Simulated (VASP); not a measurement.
AlP:

```
CELL_PARAMETERS angstrom
0.00000 2.72550 2.72550
2.72550 0.00000 2.72550
2.72550 2.72550 0.00000
ATOMIC_POSITIONS crystal
Al 0.00000 0.00000 0.00000
P 0.75000 0.75000 0.75000
```

Base run:

* Program: VASP 6.6.1
* Functional: RPBE
* Potentials or basis: VASP PAW PBE potentials, release 64 (Al, P)
* Cutoff: 500 eV
* k mesh: 8 × 8 × 8
* Occupations: gaussian, width 0.05 eV
* Spin: no spin polarisation

Its results: band gap on the k mesh 1.65 eV, indirect (least direct gap 3.49 eV); pressure 4.2 GPa.

Question: The run is repeated on the same cell with these changes: functional from RPBE to BLYP. What comes out?

Answer: Band gap on the k mesh 1.83 eV, indirect (least direct gap 3.44 eV); pressure 5.3 GPa.

Caveats: the PAW data sets were made with another functional, which shifts forces and pressure a little.

A k mesh can miss the band edges.
